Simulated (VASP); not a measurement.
Here is a VASP 6.6.1 calculation.

Contents of INCAR:

```
PREC = Accurate ; ENCUT = 600
EDIFF = 1E-6 ; ISMEAR = 0
SIGMA = 0.1 ; LREAL = False
LASPH = True ; NELM = 80
ALGO = Normal ; ISIF = 3
LWAVE = False ; LCHARG = False
GGA = PE ; IBRION = 2
NSW = 100 ; EDIFFG = -0.01
```

Contents of KPOINTS:

```
regular mesh
0
Gamma
  8 8 8
```

File POSCAR:

```
In2Cl
1.0
    0.0000000000      4.4572666242      4.4572666242
    4.4572666242      0.0000000000      4.4572666242
    4.4572666242      4.4572666242      0.0000000000
In Cl
4 2
Direct
    0.1250000000      0.1250000000      0.1250000000
    0.6250000000      0.1250000000      0.1250000000
    0.1250000000      0.1250000000      0.6250000000
    0.1250000000      0.6250000000      0.1250000000
    0.5000000000      0.5000000000      0.5000000000
    0.7500000000      0.7500000000      0.7500000000
```

Potentials or basis: VASP PAW PBE potentials, release 64 (In_d, Cl).

Command:

```bash
$ cat potpaw_PBE.64/In_d/POTCAR potpaw_PBE.64/Cl/POTCAR > POTCAR
$ mpirun -np 1 vasp_std > vasp.out
```

Estimate the relaxed cell.

a = 6.333 Å, b = 6.333 Å, c = 6.333 Å, α = 60.00°, β = 60.00°, γ = 60.00°.

Estimate the band gap on the k mesh.

zero (bands 33 and 34 overlap by 1.07 eV).

Final structure:
```
In Cl
1.0
     0.00000    4.47840    4.47840
     4.47840    0.00000    4.47840
     4.47840    4.47840    0.00000
In Cl
4 2
Direct
  0.12500 0.12500 0.12500
  0.62500 0.12500 0.12500
  0.12500 0.12500 0.62500
  0.12500 0.62500 0.12500
  0.50000 0.50000 0.50000
  0.75000 0.75000 0.75000
```

Caveat: spin-orbit coupling is left out, which moves the levels of the heavy elements.
